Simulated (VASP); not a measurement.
# MnS (F-43m) in VASP: a series of runs

MnS is run at these levels: PBEsol; tasks: single point.

Everything below comes from runs of VASP 6.6.1. Logs are shortened: lines on timing, memory, paths and dates and some standing lists are left out, and cuts for length are marked.

### 1 The cell of the first run

It takes space group F-43m (No. 216, cubic). The conventional cell has a = 5.464 Å, b = 5.464 Å, c = 5.464 Å, α = 90.00°, β = 90.00°, γ = 90.00°. Mn (site symmetry -43m) has 4 S at 2.37 Å within 3.1 Å. Within 3.1 Å of S (site symmetry -43m) lie 4 Mn at 2.37 Å.

### 2 Single point, PBEsol (20.40 Å³/atom)

The input, INCAR:

```
SYSTEM = MnS
  PREC = Accurate
  ENCUT = 520
  EDIFF = 1E-6
  ISMEAR = 0
  SIGMA = 0.15
  LREAL = .FALSE.
  LASPH = .TRUE.
  NELM = 80
  ALGO = Normal
  ISIF = 2
  LWAVE = .FALSE.
  LCHARG = .TRUE.
  GGA = PS
  LELF = .TRUE.
  LVHAR = .TRUE.
  NBANDS = 16
```

The input, KPOINTS:

```
regular mesh
0
G
  16 16 16
  0 0 0
```

The input, POSCAR:

```
MnS
1.0
    0.0000000000      2.7322137930      2.7322137930
    2.7322137930      0.0000000000      2.7322137930
    2.7322137930      2.7322137930      0.0000000000
Mn S
1 1
Direct
    0.0000000000      0.0000000000      0.0000000000
    0.7500000000      0.7500000000      0.7500000000
```

Potentials or basis: VASP PAW PBE potentials, release 64 (Mn_pv, S).

Run with:

```
> cat potpaw_PBE.64/Mn_pv/POTCAR potpaw_PBE.64/S/POTCAR > POTCAR
> mpirun -np 1 vasp_std > vasp.out
```

OUTCAR:

```text
SYSTEM = MnS
   PREC = Accurate
   ENCUT = 520
   EDIFF = 1E-6
   ISMEAR = 0
   LREAL = .FALSE.
   LASPH = .TRUE.
   NELM = 80
   ISIF = 2
   GGA = PS

 ion  position               nearest neighbor table
   1  0.000  0.000  0.000-   2 2.37   2 2.37   2 2.37   2 2.37
   2  0.750  0.750  0.750-   1 2.37   1 2.37   1 2.37   1 2.37

  LATTYP: Found a face centered cubic cell.
 ALAT       =     5.4644275860

  Lattice vectors:

 A1 = (   0.0000000000,   2.7322137930,   2.7322137930)
 A2 = (   2.7322137930,   0.0000000000,   2.7322137930)
 A3 = (   2.7322137930,   2.7322137930,   0.0000000000)

Analysis of symmetry for initial positions (statically):
=====================================================================
 Subroutine PRICEL returns:
 Original cell was already a primitive cell.

 Routine SETGRP: Setting up the symmetry group for a
 face centered cubic supercell.

 Subroutine GETGRP returns: Found 24 space group operations
 (whereof 24 operations were pure point group operations)
 out of a pool of 48 trial point group operations.

The static configuration has the point symmetry T_d .

Analysis of symmetry for dynamics (positions and initial velocities):
=====================================================================
 Subroutine PRICEL returns:
 Original cell was already a primitive cell.

 Routine SETGRP: Setting up the symmetry group for a
 face centered cubic supercell.

 Subroutine GETGRP returns: Found 24 space group operations
 (whereof 24 operations were pure point group operations)
 out of a pool of 48 trial point group operations.

The dynamic configuration has the point symmetry T_d .

 Subroutine INISYM returns: Found 24 space group operations
 (whereof 24 operations are pure point group operations),
 and found     1 'primitive' translations

----------------------------------------------------------------------------------------

                                     Primitive cell

  volume of cell :      40.7919

  direct lattice vectors                    reciprocal lattice vectors
     0.000000000  2.732213793  2.732213793    -0.183001785  0.183001785  0.183001785
     2.732213793  0.000000000  2.732213793     0.183001785 -0.183001785  0.183001785
     2.732213793  2.732213793  0.000000000     0.183001785  0.183001785 -0.183001785

  length of vectors
     3.863933801  3.863933801  3.863933801     0.316968389  0.316968389  0.316968389

  position of ions in fractional coordinates (direct lattice)
     0.000000000  0.000000000  0.000000000
     0.750000000  0.750000000  0.750000000

  ion indices of the primitive-cell ions
   primitive index   ion index
                 1           1
                 2           2

----------------------------------------------------------------------------------------

 KPOINTS: regular mesh

Automatic generation of k-mesh.
 Grid dimensions read from file:
 generate k-points for:   16   16   16

 Generating k-lattice:

  Cartesian coordinates                     Fractional coordinates (reciprocal lattice)
    -0.011437612  0.011437612  0.011437612     0.062500000  0.000000000  0.000000000
     0.011437612 -0.011437612  0.011437612     0.000000000  0.062500000  0.000000000
     0.011437612  0.011437612 -0.011437612     0.000000000  0.000000000  0.062500000

  Length of vectors
     0.019810524  0.019810524  0.019810524

  Shift w.r.t. Gamma in fractional coordinates (k-lattice)
     0.000000000  0.000000000  0.000000000

 Subroutine IBZKPT returns following result:
 ===========================================

 Found    145 irreducible k-points:

 Following reciprocal coordinates:
            Coordinates               Weight
  0.000000  0.000000  0.000000      1.000000
  0.062500  0.000000  0.000000      8.000000
  0.125000  0.000000  0.000000      8.000000
  0.187500  0.000000  0.000000      8.000000
  0.250000  0.000000  0.000000      8.000000
  0.312500  0.000000  0.000000      8.000000
[... 16 lines left out ...]
 -0.125000  0.062500  0.000000     24.000000
 -0.062500  0.062500  0.000000     12.000000
[... 42 lines left out ...]
  free energy    TOTEN  =       -13.70142842 eV

  energy without entropy =      -13.66014298  energy(sigma->0) =      -13.68078570

 E-fermi :   4.2860     XC(G=0):  -9.9717

 val. band max:        4.2848090085   @ k =  -0.4375   0.3750   0.1875
 cond. band min:       4.2905863098   @ k =   0.5000   0.3750   0.1250
 fundamental gap:      0.0057773013
 Fermi energy:         4.2859854194

 k-point     1 :       0.0000    0.0000    0.0000
  band No.  band energies     occupation
      1     -43.2866      2.00000
      2     -43.2866      2.00000
      3     -43.2866      2.00000
      4      -9.5542      2.00000
      5       0.5766      2.00000
      6       0.5766      2.00000
[... 8 lines left out ...]
     15      11.3478      0.00000
     16      11.3478      0.00000

 k-point     2 :       0.0625    0.0000    0.0000
  band No.  band energies     occupation
      1     -43.2869      2.00000
      2     -43.2867      2.00000
      3     -43.2867      2.00000
      4      -9.5296      2.00000
      5       0.5012      2.00000
      6       0.5841      2.00000
[... 8 lines left out ...]
     15      11.4154      0.00000
     16      11.4154      0.00000

 k-point     3 :       0.1250    0.0000    0.0000
  band No.  band energies     occupation
      1     -43.2875      2.00000
      2     -43.2868      2.00000
      3     -43.2868      2.00000
      4      -9.4583      2.00000
      5       0.2965      2.00000
      6       0.6053      2.00000
[... 8 lines left out ...]
     15      11.5928      0.00000
     16      11.5928      0.00000

 k-point     4 :       0.1875    0.0000    0.0000
  band No.  band energies     occupation
      1     -43.2885      2.00000
      2     -43.2869      2.00000
      3     -43.2869      2.00000
      4      -9.3483      2.00000
      5       0.0113      2.00000
      6       0.6354      2.00000
[... 8 lines left out ...]
     15      11.8056      0.00000
     16      11.8056      0.00000
[... 324 lines left out ...]
 k-point    22 :      -0.1875    0.0625    0.0000
  band No.  band energies     occupation
      1     -43.2889      2.00000
      2     -43.2872      2.00000
      3     -43.2869      2.00000
      4      -9.2866      2.00000
      5      -0.1098      2.00000
      6       0.6151      2.00000
[... 8 lines left out ...]
     15      11.8632      0.00000
     16      11.8681      0.00000

 k-point    23 :      -0.1250    0.0625    0.0000
  band No.  band energies     occupation
      1     -43.2879      2.00000
      2     -43.2870      2.00000
      3     -43.2868      2.00000
      4      -9.4052      2.00000
      5       0.1713      2.00000
      6       0.5962      2.00000
[... 8 lines left out ...]
     15      11.6607      0.00000
     16      11.7547      0.00000

 k-point    24 :      -0.0625    0.0625    0.0000
  band No.  band energies     occupation
      1     -43.2872      2.00000
      2     -43.2868      2.00000
      3     -43.2867      2.00000
      4      -9.4894      2.00000
      5       0.3907      2.00000
      6       0.5850      2.00000
[... 8 lines left out ...]
     15      11.4839      0.00000
     16      11.5803      0.00000

 [... further k-points ...]
[... 5 lines left out ...]
  --------------------------------------------------------------------------------------
  -------------------------------------------------------------------------------------
  Total       -5.9030942     -5.9030942     -5.9030942      0.0000000      0.0000000      0.0000000
  in kB     -231.8548895   -231.8548895   -231.8548895      0.0000000      0.0000000      0.0000000
  external PRESSURE =    -231.8548895 kB  Pullay stress =       0.0000000 kB

 VOLUME and BASIS-vectors are now :
 -----------------------------------------------------------------------------
  energy-cutoff  :      520.00
  volume of cell :       40.79
      direct lattice vectors                 reciprocal lattice vectors
     0.000000000  2.732213793  2.732213793    -0.183001785  0.183001785  0.183001785
     2.732213793  0.000000000  2.732213793     0.183001785 -0.183001785  0.183001785
     2.732213793  2.732213793  0.000000000     0.183001785  0.183001785 -0.183001785

 POSITION                                       TOTAL-FORCE (eV/Angst)
 -----------------------------------------------------------------------------------
      0.00000      0.00000      0.00000        -0.000000     -0.000000     -0.000000
      4.09832      4.09832      4.09832         0.000000      0.000000      0.000000
 -----------------------------------------------------------------------------------
    total drift:                                0.000000      0.000000      0.000001

  FREE ENERGIE OF THE ION-ELECTRON SYSTEM (eV)
  ---------------------------------------------------
  free  energy   TOTEN  =       -13.7014284216 eV

  energy  without entropy=      -13.6601429771  energy(sigma->0) =      -13.68078570
```

It took 2.8 min on 1 thread of Intel Xeon 8259CL, shared host; peak memory 0.23 GiB.

Results:

```yaml
Free_energy: -13.7014 eV
Pressure: -23.2 GPa
Band_gap_on_the_k_mesh: zero (an odd number of electrons rules out a gap without spin polarisation)
```

Levels at points of the mesh, in eV from the Fermi level:
```tsv
k point	band 8	band 9	band 10	band 11	band 12	band 13
(0.00, 0.00, 0.00)	-0.43	-0.43	2.16	2.28	2.28	2.28
(0.50, 0.00, 0.00)	-0.30	-0.30	-0.25	1.21	1.21	4.25
(0.50, 0.50, 0.00)	-0.94	-0.17	-0.06	0.18	0.18	4.27
```

Caveat: the cell stands under tension; the PAW data sets were made with another functional, which shifts forces and pressure a little; an odd number of electrons without spin polarisation forces a metal; a magnetic or distorted state may lie lower; the run has no spin polarisation, though such a crystal can be magnetic; semilocal functionals often make such compounds metallic where correlation or magnetic order opens a gap, which also shifts bond lengths.

### 3 Single point, PBEsol (22.10 Å³/atom)

This run uses another cell than the first one, of 22.10 Å³/atom.

The input, INCAR:

```
SYSTEM = MnS
ALGO = Normal ; EDIFF = 1E-6
ENCUT = 520 ; GGA = PS
ISIF = 2 ; ISMEAR = 0
LASPH = .TRUE. ; LCHARG = .FALSE.
LREAL = .FALSE. ; LWAVE = .FALSE.
NBANDS = 16 ; NELM = 80
PREC = Accurate ; SIGMA = 0.15
```

The input, KPOINTS:

```
k-points
0
G
  16 16 16
  0 0 0
```

The input, POSCAR:

```
MnS
1.0
    0.0000000000      2.8061091103      2.8061091103
    2.8061091103      0.0000000000      2.8061091103
    2.8061091103      2.8061091103      0.0000000000
Mn S
1 1
Direct
    0.0000000000      0.0000000000      0.0000000000
    0.7500000000      0.7500000000      0.7500000000
```

Potentials or basis: VASP PAW PBE potentials, release 64 (Mn_pv, S).

Run with:

```
> cat potpaw_PBE.64/Mn_pv/POTCAR potpaw_PBE.64/S/POTCAR > POTCAR
> mpirun -np 1 vasp_std > vasp.out
```

It took 2.6 min on 1 thread of Intel Xeon 8259CL, shared host; peak memory 0.24 GiB.

The run converged. Its results:

```
Free energy            : -13.1975 eV
Pressure               : -24.1 GPa
Band gap on the k mesh : zero (an odd number of electrons rules out a gap without spin polarisation)
```

Levels at points of the mesh, in eV from the Fermi level:
```
           k point  band 8  band 9  band 10  band 11  band 12  band 13
(0.00, 0.00, 0.00)   -0.37   -0.37     1.83     1.98     1.98     1.98
(0.50, 0.00, 0.00)   -0.27   -0.27    -0.24     1.06     1.06     3.96
(0.50, 0.50, 0.00)   -0.78   -0.16    -0.06     0.16     0.16     4.05
```

Caveat: the cell stands under tension; the PAW data sets were made with another functional, which shifts forces and pressure a little; an odd number of electrons without spin polarisation forces a metal; a magnetic or distorted state may lie lower; the run has no spin polarisation, though such a crystal can be magnetic; semilocal functionals often make such compounds metallic where correlation or magnetic order opens a gap, which also shifts bond lengths.

### 4 Single point, PBEsol (23.80 Å³/atom)

This run uses another cell than the first one, of 23.80 Å³/atom.

The input, INCAR:

```
PREC = Accurate ; ENCUT = 520
EDIFF = 1E-6 ; ISMEAR = 0
SIGMA = 0.15 ; LREAL = False
LASPH = True ; NELM = 100
ALGO = Normal ; ISIF = 2
LWAVE = False ; LCHARG = False
GGA = PS ; NBANDS = 16
```

The input, KPOINTS:

```
regular mesh
0
Gamma
  16 16 16
```

The input, POSCAR:

```
MnS
1.0
    0.0000000000      2.8762628353      2.8762628353
    2.8762628353      0.0000000000      2.8762628353
    2.8762628353      2.8762628353      0.0000000000
Mn S
1 1
Direct
    0.0000000000      0.0000000000      0.0000000000
    0.7500000000      0.7500000000      0.7500000000
```

Run with:

```
> cat potpaw_PBE.64/Mn_pv/POTCAR potpaw_PBE.64/S/POTCAR > POTCAR
> mpirun -np 1 vasp_std > vasp.out
```

It took 2.6 min on 1 thread of Intel Xeon 8259CL, shared host; peak memory 0.25 GiB.

Results (log left out):

```yaml
Free_energy: -12.6868 eV
Pressure: -24.0 GPa
Band_gap_on_the_k_mesh: zero (an odd number of electrons rules out a gap without spin polarisation)
```

Levels at points of the mesh, in eV from the Fermi level:
```
           k point  band 8  band 9  band 10  band 11  band 12  band 13
(0.00, 0.00, 0.00)   -0.33   -0.33     1.56     1.74     1.74     1.74
(0.50, 0.00, 0.00)   -0.24   -0.24    -0.22     0.94     0.94     3.71
(0.50, 0.50, 0.00)   -0.66   -0.15    -0.07     0.14     0.14     3.88
```

Caveat: the cell stands under tension; the PAW data sets were made with another functional, which shifts forces and pressure a little; an odd number of electrons without spin polarisation forces a metal; a magnetic or distorted state may lie lower; the run has no spin polarisation, though such a crystal can be magnetic; semilocal functionals often make such compounds metallic where correlation or magnetic order opens a gap, which also shifts bond lengths. Spin polarisation is off, so any magnetic state and its effect on volume and gap are missing.

### 5 Single point, PBEsol (25.49 Å³/atom)

This run uses another cell than the first one, of 25.49 Å³/atom.

The input, INCAR:

```
PREC     = Accurate       # precision mode
ENCUT    = 520            # plane-wave cutoff, eV
EDIFF    = 1E-7           # SCF threshold, eV
ISMEAR   = 0              # smearing method
SIGMA    = 0.15           # smearing width, eV
LREAL    = F              # projectors in reciprocal space
LASPH    = T              # aspherical terms in the spheres
NELM     = 80             # most SCF steps
ALGO     = Normal         # electronic algorithm
ISIF     = 2              # what is computed and relaxed
LWAVE    = F              # write WAVECAR
LCHARG   = T              # write CHGCAR
GGA      = PS             # functional
LELF     = T              # ELF
LVHAR    = T            
NBANDS   = 16             # bands
```

KPOINTS is that of step 4.

The input, POSCAR:

```
MnS
1.0
    0.0000000000      2.9431902679      2.9431902679
    2.9431902679      0.0000000000      2.9431902679
    2.9431902679      2.9431902679      0.0000000000
Mn S
1 1
Direct
    0.0000000000      0.0000000000      0.0000000000
    0.7500000000      0.7500000000      0.7500000000
```

Run with:

```
> cat potpaw_PBE.64/Mn_pv/POTCAR potpaw_PBE.64/S/POTCAR > POTCAR
> mpirun -np 1 vasp_std > vasp.out
```

It took 2.9 min on 1 thread of Intel Xeon 8259CL, shared host; peak memory 0.25 GiB.

It converged, with:

- Free energy: -12.1843 eV
- Pressure: -23.3 GPa
- Band gap on the k mesh: zero (an odd number of electrons rules out a gap without spin polarisation)

Levels at points of the mesh, in eV from the Fermi level:
```
           k point  band 8  band 9  band 10  band 11  band 12  band 13
(0.00, 0.00, 0.00)   -0.29   -0.29     1.34     1.54     1.54     1.54
(0.50, 0.00, 0.00)   -0.21   -0.21    -0.21     0.84     0.84     3.49
(0.50, 0.50, 0.00)   -0.57   -0.14    -0.07     0.13     0.13     3.76
```

Caveat: the cell stands under tension; the PAW data sets were made with another functional, which shifts forces and pressure a little; an odd number of electrons without spin polarisation forces a metal; a magnetic or distorted state may lie lower; the run has no spin polarisation, though such a crystal can be magnetic; semilocal functionals often make such compounds metallic where correlation or magnetic order opens a gap, which also shifts bond lengths.

### 6 Single point, PBEsol, collinear spin, ferromagnetic start (15.30 Å³/atom)

This run uses another cell than the first one, of 15.30 Å³/atom.

The input, INCAR:

```
SYSTEM = MnS
PREC = Accurate
ENCUT = 520
EDIFF = 1E-6
ISMEAR = 0
SIGMA = 0.15
LREAL = .FALSE.
LASPH = .TRUE.
NELM = 150
ALGO = Normal
ISIF = 2
LWAVE = .FALSE.
LCHARG = .FALSE.
ISPIN = 2
MAGMOM = 0.875 0
LORBIT = 11
NUPDOWN = 0.875
LMAXMIX = 4
GGA = PS
NBANDS = 20
```

The input, KPOINTS:

```
regular mesh
0
G
  16 16 16
  0 0 0
```

The input, POSCAR:

```
MnS
1.0
    0.0000000000      2.4823828122      2.4823828122
    2.4823828122      0.0000000000      2.4823828122
    2.4823828122      2.4823828122      0.0000000000
Mn S
1 1
Direct
    0.0000000000      0.0000000000      0.0000000000
    0.7500000000      0.7500000000      0.7500000000
```

Potentials or basis: VASP PAW PBE potentials, release 64 (Mn_pv, S).

Run with:

```
> cat potpaw_PBE.64/Mn_pv/POTCAR potpaw_PBE.64/S/POTCAR > POTCAR
> mpirun -np 1 vasp_std > vasp.out
```

It took 4.6 min on 1 thread of Intel Xeon 8259CL, shared host; peak memory 0.27 GiB.

Results (log left out):

| Property | Result |
| --- | --- |
| Free energy | -14.7290 eV |
| Pressure | -2.3 GPa |
| Net moment | 0.87 μB per cell |
| Site moments | Mn +0.85; S -0.03 μB |
| Valence electrons inside the program's atomic spheres | Mn 12.01; S 3.72 |

Caveat: the PAW data sets were made with another functional, which shifts forces and pressure a little; the total moment is fixed, so each spin has its own Fermi level and the state may be an excited one; a cell with one magnetic atom can't hold antiferromagnetic order, which such compounds often take.

### 7 The runs side by side

```csv
spin,fixed moment (μB),cell,gap on the mesh (eV),pressure (GPa)
off,-,"a = 3.864 Å, angles 60.0°, 2 atoms",none,-23.2
off,-,"a = 3.968 Å, angles 60.0°, 2 atoms",none,-24.1
off,-,"a = 4.068 Å, angles 60.0°, 2 atoms",none,-24.0
off,-,"a = 4.162 Å, angles 60.0°, 2 atoms",none,-23.3
"collinear, ferromagnetic start",0.875,"a = 3.511 Å, angles 60.0°, 2 atoms",-,-2.3
```

Alike in all rows: task single point; level PBEsol; potentials or basis VASP PAW PBE potentials, release 64 (Mn_pv, S); k mesh 16 × 16 × 16; cutoff (eV) 520; smearing gaussian 0.15 eV.

Caveats: the PAW data sets were made with another functional, which shifts forces and pressure a little; the cell stands under tension (at least some runs); an odd number of electrons without spin polarisation forces a metal (at least some runs); a magnetic or distorted state may lie lower (at least some runs); semilocal functionals often make such compounds metallic where correlation or magnetic order opens a gap, which also shifts bond lengths (at least some runs); the total moment is fixed, so each spin has its own Fermi level and the state may be an excited one (at least some runs); a cell with one magnetic atom can't hold antiferromagnetic order, which such compounds often take (at least some runs).

Absolute energies hang on the potentials; compare differences alone.
